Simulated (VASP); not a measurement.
# AgI: single point with PBE

Crystal: AgI.

```xyz
4
Lattice="4.6859 0.0000 0.0000 -2.3429 4.0581 0.0000 0.0000 0.0000 7.6645" Properties=species:S:1:pos:R:3 pbc="T T T"
Ag    2.3429    1.3527    4.8106
Ag    0.0000    2.7054    0.9784
I     2.3429    1.3527    0.0180
I     0.0000    2.7054    3.8502
```

| Property | Result |
| --- | --- |
| Program | VASP 6.6.1 |
| Task | single point |
| Functional | PBE |
| Potentials or basis | VASP PAW PBE potentials, release 64 (Ag, I) |
| Cutoff | 500 eV |
| k mesh | 6 × 6 × 4 |
| Occupations | gaussian, width 0.01 eV |
| Spin | no spin polarisation |

```json
{
  "Pressure": "-0.1 GPa",
  "Band gap on the k mesh": "1.37 eV"
}
```

Levels at points of the mesh, in eV from the valence-band top:
```
           k point  band 16  band 17  band 18  band 19  band 20  band 21
(0.00, 0.00, 0.00)    -0.06     0.00     0.00     1.37     2.67     5.85
(0.50, 0.00, 0.00)    -1.59    -0.91    -0.63     3.31     3.65     4.90
(0.00, 0.00, 0.50)    -0.33    -0.33    -0.33     2.64     2.64     5.65
(0.50, 0.00, 0.50)    -1.11    -1.11    -1.11     3.30     3.30     4.94
```

It took 30 s on 1 thread of Intel(R) Xeon(R) 6975P-C (Granite Rapids), on a shared host, peak memory 0.28 GiB.

Caveat: spin-orbit coupling is left out, which moves the levels of the heavy elements. PBE gaps usually lie below the measured ones, often by a third to a half.
